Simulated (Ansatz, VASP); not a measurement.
**BiTe: VASP beside Ansatz**

INCAR

```
ALGO = Normal
EDIFF = 1E-6
ENCUT = 500
GGA = PS
GGA_COMPAT = F
ISIF = 2
ISMEAR = 0
LASPH = T
LCHARG = T
LELF = T
LREAL = F
LVHAR = T
LWAVE = F
NBANDS = 18
NELM = 120
PREC = Accurate
SIGMA = 0.15
```

File KPOINTS:

```
k-points
0
Gamma
  16 16 16
```

File POSCAR:

```
BiTe
1.0
    0.0000000000      3.1971538277      3.1971538277
    3.1971538277      0.0000000000      3.1971538277
    3.1971538277      3.1971538277      0.0000000000
Bi Te
1 1
Direct
   -0.0035808230      0.0035808230     -0.0035808230
    0.5058645911      0.4941354089      0.5058645911
```

Input for Ansatz:

```yaml
crystal:
  lattice:
    - [0.0, 3.1971538277, 3.1971538277]
    - [3.1971538277, 0.0, 3.1971538277]
    - [3.1971538277, 3.1971538277, 0.0]
  atoms:
    - { symbol: Bi, position: [-0.003580823, 0.003580823, -0.003580823] }
    - { symbol: Te, position: [0.5058645911, 0.4941354089, 0.5058645911] }
basis:
  ecutwfc: 420
kpoints:
  mp_grid: { grid: [16, 16, 16] }
hamiltonian:
  xc: pbesol
scf:
  occupations: { method: gaussian, width: 0.15 }
output:
  forces: true
  stress: true
  eigenvalues: true
```

Change from the starting cell: mode 4 (101.1 1/cm) frozen in, largest displacement +0.037 Å.

Alike in both runs: task single point; functional PBEsol; k mesh 16 × 16 × 16; occupations gaussian, width 0.15 eV; no spin polarisation.

|  | VASP | Ansatz |
| --- | --- | --- |
| version | VASP 6.6.1 | Ansatz 0.2.0 |
| potentials or method | VASP PAW PBE potentials, release 64 (Bi_d, Te), cutoff 500 eV | scalar-relativistic, plane waves, PAW |
| valence electrons in the cell | 21 | 31 |

Ansatz gave:

| Item | Value |
| --- | --- |
| gap on the k mesh at the Fermi level (eV) | none |
| pressure (GPa) | 0.1 |
| traceless stress, the component that is largest in VASP (GPa) | 0.06 |
| rms of the force components (eV/Å) | 0.104 |

Q: Estimate VASP's values.

A: gap on the k mesh at the Fermi level (eV): none; pressure (GPa): 0.1; traceless stress, the component that is largest in VASP (GPa): 0.06; rms of the force components (eV/Å): 0.105.

VASP's potentials were made for PBE, not for PBEsol. Atom by atom the forces differ by 0.001 eV/Å (rms over components). A gap of «none» marks a metal or a gap that the smearing closes. VASP's potentials hold 21 valence electrons a cell and Ansatz's 31, so a difference there can come from the potentials and not from the codes.

Spin-orbit coupling is off throughout.
